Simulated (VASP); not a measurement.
# GaP (R-3m) in VASP: further runs

The runs below take GaP through single point, with PBE.

Program: VASP 6.6.1. These are calculated values, not measurements. Logs are shortened: lines on timing, memory, paths and dates and some standing lists are left out, and cuts for length are marked.

## (1) The cell of the first run

It takes space group R-3m (No. 166, trigonal). The conventional cell has a = 3.521 Å, b = 3.521 Å, c = 19.741 Å, α = 90.00°, β = 90.00°, γ = 120.00°. Ga (site symmetry 3m) has 3 P at 2.22 Å and 1 Ga at 2.54 Å within 2.9 Å. Within 2.9 Å of P (site symmetry 3m) lie 3 Ga at 2.22 Å and 1 P at 2.27 Å.

## (2) Single point, PBE (17.66 Å³/atom)

Input file INCAR:

```
  ALGO = Normal
  EDIFF = 1E-6
  ENCUT = 520
  GGA = PE
  ISIF = 2
  ISMEAR = 0
  LASPH = True
  LCHARG = False
  LREAL = False
  LWAVE = False
  NBANDS = 26
  NELM = 60
  PREC = Accurate
  SIGMA = 0.05
```

Input file KPOINTS:

```
k-points
0
Gamma
  9 9 9
```

Input file POSCAR:

```
GaP
1.0
    1.7605340265      1.0164447941      6.5802893465
   -1.7605340265      1.0164447941      6.5802893465
    0.0000000000     -2.0328895883      6.5802893465
Ga P
2 2
Direct
    0.4355841032      0.4355841032      0.4355841032
    0.5644158968      0.5644158968      0.5644158968
    0.0575077006      0.0575077006      0.0575077006
    0.9424922994      0.9424922994      0.9424922994
```

Potentials or basis: VASP PAW PBE potentials, release 64 (Ga_d, P).

On the command line:

```bash
$ cat potpaw_PBE.64/Ga_d/POTCAR potpaw_PBE.64/P/POTCAR > POTCAR
$ mpirun -np 1 vasp_std > vasp.out
```

OUTCAR:

```text
EDIFF = 1E-6
   ENCUT = 520
   GGA = PE
   ISIF = 2
   ISMEAR = 0
   LASPH = True
   LREAL = False
   NELM = 60
   PREC = Accurate

 ion  position               nearest neighbor table
   1  0.436  0.436  0.436-   3 2.22   3 2.22   3 2.22   2 2.54
   2  0.564  0.564  0.564-   4 2.22   4 2.22   4 2.22   1 2.54
   3  0.058  0.058  0.058-   1 2.22   1 2.22   1 2.22   4 2.27
   4  0.942  0.942  0.942-   2 2.22   2 2.22   2 2.22   3 2.27

  LATTYP: Found a trigonal (rhomboedric) cell.
 ALAT       =     6.8871509321
 COS(alpha) =     0.8693108176

  Lattice vectors:

 A1 = (   1.7605340265,   1.0164447941,   6.5802893465)
 A2 = (  -1.7605340265,   1.0164447941,   6.5802893465)
 A3 = (   0.0000000000,  -2.0328895883,   6.5802893465)

Analysis of symmetry for initial positions (statically):
=====================================================================
 Subroutine PRICEL returns:
 Original cell was already a primitive cell.

 Routine SETGRP: Setting up the symmetry group for a
 trigonal (rhombohedral) supercell.

 Subroutine GETGRP returns: Found 12 space group operations
 (whereof 12 operations were pure point group operations)
 out of a pool of 12 trial point group operations.

The static configuration has the point symmetry D_3d.

Analysis of symmetry for dynamics (positions and initial velocities):
=====================================================================
 Subroutine PRICEL returns:
 Original cell was already a primitive cell.

 Routine SETGRP: Setting up the symmetry group for a
 trigonal (rhombohedral) supercell.

 Subroutine GETGRP returns: Found 12 space group operations
 (whereof 12 operations were pure point group operations)
 out of a pool of 12 trial point group operations.

The dynamic configuration has the point symmetry D_3d.

 Subroutine INISYM returns: Found 12 space group operations
 (whereof 12 operations are pure point group operations),
 and found     1 'primitive' translations

----------------------------------------------------------------------------------------

                                     Primitive cell

  volume of cell :      70.6520

  direct lattice vectors                    reciprocal lattice vectors
     1.760534027  1.016444794  6.580289346     0.284004735  0.163970210  0.050656334
    -1.760534027  1.016444794  6.580289346    -0.284004735  0.163970210  0.050656334
     0.000000000 -2.032889588  6.580289346     0.000000000 -0.327940421  0.050656334

  length of vectors
     6.887150932  6.887150932  6.887150932     0.331829751  0.331829751  0.331829751

  position of ions in fractional coordinates (direct lattice)
     0.435584103  0.435584103  0.435584103
     0.564415897  0.564415897  0.564415897
     0.057507701  0.057507701  0.057507701
     0.942492299  0.942492299  0.942492299

  ion indices of the primitive-cell ions
   primitive index   ion index
                 1           1
                 2           2
                 3           3
                 4           4

----------------------------------------------------------------------------------------

 KPOINTS: k-points

Automatic generation of k-mesh.
 Grid dimensions read from file:
 generate k-points for:    9    9    9

 Generating k-lattice:

  Cartesian coordinates                     Fractional coordinates (reciprocal lattice)
     0.031556082  0.018218912  0.005628482     0.111111111 -0.000000000 -0.000000000
    -0.031556082  0.018218912  0.005628482    -0.000000000  0.111111111 -0.000000000
     0.000000000 -0.036437825  0.005628482     0.000000000  0.000000000  0.111111111

  Length of vectors
     0.036869972  0.036869972  0.036869972

  Shift w.r.t. Gamma in fractional coordinates (k-lattice)
     0.000000000  0.000000000  0.000000000

 Subroutine IBZKPT returns following result:
 ===========================================

 Found     85 irreducible k-points:

 Following reciprocal coordinates:
            Coordinates               Weight
  0.000000  0.000000  0.000000      1.000000
  0.111111  0.000000  0.000000      6.000000
  0.222222  0.000000  0.000000      6.000000
  0.333333  0.000000  0.000000      6.000000
  0.444444  0.000000  0.000000      6.000000
  0.111111  0.111111  0.000000      6.000000
[... 16 lines left out ...]
 -0.333333  0.333333  0.000000      6.000000
  0.444444  0.444444  0.000000      6.000000
 [... further k-points ...]
   k-points           NKPTS =     85   k-points in BZ     NKDIM =     85   number of bands    NBANDS=     26
   number of dos      NEDOS =    301   number of ions     NIONS =      4
   total plane-waves  NPLWV = 157464
   dimension x,y,z NGX =    54 NGY =   54 NGZ =   54
   dimension x,y,z NGXF=   108 NGYF=  108 NGZF=  108
   ions per type =               2   2
   NGX,Y,Z   is equivalent  to a cutoff of  13.03, 13.03, 13.03 a.u.
   NGXF,Y,Z  is equivalent  to a cutoff of  26.07, 26.07, 26.07 a.u.
 SYSTEM =  unknown system
   PREC   = accura    normal or accurate (medium, high low for compatibility)
   ISTART =      0    job   : 0-new  1-cont  2-samecut
   ICHARG =      2    charge: 1-file 2-atom 10-const
   ISPIN  =      1    spin polarized calculation?
   LNONCOLLINEAR =      F non collinear calculations
   LSORBIT =      F    spin-orbit coupling
   LASPH  =      T    aspherical Exc in radial PAW
   ENCUT  =  520.0 eV  38.22 Ry    6.18 a.u.  12.81 12.81 12.81*2*pi/ulx,y,z
   NELM   =     60;   NELMIN=  2; NELMDL= -5     # of ELM steps
   EDIFF  = 0.1E-05   stopping-criterion for ELM
   LREAL  =      F    real-space projection
   EDIFFG = 0.1E-04   stopping-criterion for IOM
   NSW    =      0    number of steps for IOM
   IBRION =     -1    ionic relax: 0-MD 1-quasi-New 2-CG
   NFREE  =      0    steps in history (QN), initial steepest desc. (CG)
   ISIF   =      2    stress and relaxation
   ISYM   =      2    0-nonsym 1-usesym 2-fastsym
   POTIM  = 0.5000    time-step for ionic-motion
   TEBEG  =    0.0;   TEEND  =   0.0 temperature during run
   PSTRESS=    0.0 pullay stress
   NELECT =      36.0000    total number of electrons
   NUPDOWN=      -1.0000    fix difference up-down
   EMIN   =  10.00;   EMAX   =-10.00  energy-range for DOS
   EFERMI =   0.00;   METHOD = LEGACY
   ISMEAR =     0;   SIGMA  =   0.05  broadening in eV -4-tet -1-fermi 0-gaus
   EFERMI_NEDOS =   21; number of points for ismear=-14 and -15
   IALGO  =     38    algorithm
   IMIX   =      4    mixing-type and parameters
     AMIX     =   0.40;   BMIX     =  1.00
     AMIX_MAG =   1.60;   BMIX_MAG =  1.00
  volume/ion in A,a.u.               =      17.66       119.20
  Fermi-wavevector in a.u.,A,eV,Ry     =   1.307578  2.470964 23.262690  1.709759
  Thomas-Fermi vector in A             =   2.438303
   LORBIT       =      0    0 simple, 1 ext, 2 COOP (PROOUT), +10 PAW based schemes
   GGA     = PE    functional components
   LHFCALC =     F    Hartree Fock is set to
   AEXX    =    0.0000 exact exchange contribution
   IVDW    =     0    specifies the selected vdW correction
   LEPSILON=     F    determine dielectric tensor
   LRPA    =     F    only Hartree local field effects (RPA)
 non-spin polarized calculation
 Gauss-broadening in eV      SIGMA  =   0.05
  energy-cutoff  :      520.00
  volume of cell :       70.65
 maximum number of plane-waves:      1939
 NGX is ok and might be reduce to    54
   NGX = 25   NGY = 25   NGZ = 25

 number of electron      35.9999998 magnetization

 Free energy of the ion-electron system (eV)
  ---------------------------------------------------
  ext. energy  EPLUGINS =         0.00000000
  ---------------------------------------------------
  free energy    TOTEN  =       -16.58784727 eV

  energy without entropy =      -16.58765670  energy(sigma->0) =      -16.58775199

 E-fermi :   6.7345     XC(G=0): -10.4960

 val. band max:        6.7000261271   @ k =   0.0000   0.0000   0.0000
 cond. band min:       6.7832106238   @ k =  -0.4444   0.4444   0.0000
 fundamental gap:      0.0831844967
 Fermi energy:         6.7345038116

 k-point     1 :       0.0000    0.0000    0.0000
  band No.  band energies     occupation
      1      -8.6820      2.00000
      2      -8.5628      2.00000
      3      -8.5628      2.00000
      4      -8.5574      2.00000
      5      -8.5574      2.00000
      6      -8.4314      2.00000
[... 18 lines left out ...]
     25      11.3208      0.00000
     26      15.7278      0.00000

 k-point     2 :       0.1111    0.0000    0.0000
  band No.  band energies     occupation
      1      -8.6952      2.00000
      2      -8.5897      2.00000
      3      -8.5727      2.00000
      4      -8.5558      2.00000
      5      -8.5464      2.00000
      6      -8.4392      2.00000
[... 18 lines left out ...]
     25      11.9069      0.00000
     26      14.5709      0.00000

 k-point     3 :       0.2222    0.0000    0.0000
  band No.  band energies     occupation
      1      -8.7361      2.00000
      2      -8.6434      2.00000
      3      -8.5698      2.00000
      4      -8.5407      2.00000
      5      -8.5189      2.00000
      6      -8.4555      2.00000
[... 18 lines left out ...]
     25      13.2564      0.00000
     26      13.7086      0.00000

 k-point     4 :       0.3333    0.0000    0.0000
  band No.  band energies     occupation
      1      -8.7792      2.00000
      2      -8.6888      2.00000
      3      -8.5534      2.00000
      4      -8.5286      2.00000
      5      -8.4889      2.00000
      6      -8.4730      2.00000
[... 18 lines left out ...]
     25      14.0438      0.00000
     26      14.0652      0.00000
[... 496 lines left out ...]
      1      -8.7905      2.00000
      2      -8.7003      2.00000
      3      -8.5505      2.00000
      4      -8.5271      2.00000
      5      -8.5049      2.00000
      6      -8.4439      2.00000
[... 18 lines left out ...]
     25      14.7081      0.00000
     26      15.1693      0.00000

 k-point    23 :      -0.3333    0.3333    0.0000
  band No.  band energies     occupation
      1      -8.7933      2.00000
      2      -8.6973      2.00000
      3      -8.5468      2.00000
      4      -8.5196      2.00000
      5      -8.5195      2.00000
      6      -8.4251      2.00000
[... 18 lines left out ...]
     25      13.7999      0.00000
     26      15.5803      0.00000

 k-point    24 :       0.4444    0.4444    0.0000
  band No.  band energies     occupation
      1      -8.7975      2.00000
      2      -8.7107      2.00000
      3      -8.5494      2.00000
      4      -8.5294      2.00000
      5      -8.4833      2.00000
      6      -8.4674      2.00000
[... 18 lines left out ...]
     25      14.9293      0.00000
     26      16.4297      0.00000

 [... further k-points ...]

------------------------ aborting loop because EDIFF is reached ----------------------------------------

  FORCE on cell =-STRESS in cart. coord.  units (eV):
  Direction    XX          YY          ZZ          XY          YZ          ZX
  --------------------------------------------------------------------------------------
  -------------------------------------------------------------------------------------
  Total       12.7684116     12.7684116     -0.1150292      0.0000000      0.0000000      0.0000000
  in kB      289.5496185    289.5496185     -2.6085199      0.0000000      0.0000000      0.0000000
  external PRESSURE =     192.1635723 kB  Pullay stress =       0.0000000 kB

 VOLUME and BASIS-vectors are now :
 -----------------------------------------------------------------------------
  energy-cutoff  :      520.00
  volume of cell :       70.65
      direct lattice vectors                 reciprocal lattice vectors
     1.760534027  1.016444794  6.580289346     0.284004735  0.163970210  0.050656334
    -1.760534027  1.016444794  6.580289346    -0.284004735  0.163970210  0.050656334
     0.000000000 -2.032889588  6.580289346     0.000000000 -0.327940421  0.050656334

 POSITION                                       TOTAL-FORCE (eV/Angst)
 -----------------------------------------------------------------------------------
      0.00000     -0.00000      8.59881         0.000000     -0.000000      1.409674
      0.00000     -0.00000     11.14206         0.000000      0.000000     -1.409674
      0.00000     -0.00000      1.13525         0.000000      0.000000     -1.566510
      0.00000     -0.00000     18.60562         0.000000     -0.000000      1.566510
 -----------------------------------------------------------------------------------
    total drift:                                0.000000      0.000000      0.000000

  FREE ENERGIE OF THE ION-ELECTRON SYSTEM (eV)
  ---------------------------------------------------
  free  energy   TOTEN  =       -16.5878472679 eV

  energy  without entropy=      -16.5876567027  energy(sigma->0) =      -16.58775199
```

Run time: 5.1 min. Hardware: 1 thread of Intel Xeon Platinum 8488C (Sapphire Rapids), shared host; peak memory 0.46 GiB.

What came out:

| Item | Value |
| --- | --- |
| Free energy | -16.5878 eV |
| Pressure | 19.2 GPa |
| Largest force | 1.567 eV/Å |
| Band gap on the k mesh | 0.08 eV (least direct gap 0.20 eV) |

Forces on the atoms (eV/Å):
```
Ga   0.000  0.000  1.410
Ga   0.000  0.000 -1.410
P    0.000  0.000 -1.567
P    0.000  0.000  1.567
```

Caveat: the cell stands under pressure; an odd mesh through Γ misses points on the zone boundary, where band edges can lie; forces of over 1 eV/Å act on the atoms, so gaps and moduli don't describe the material at rest.

[end of part 1 of 2]
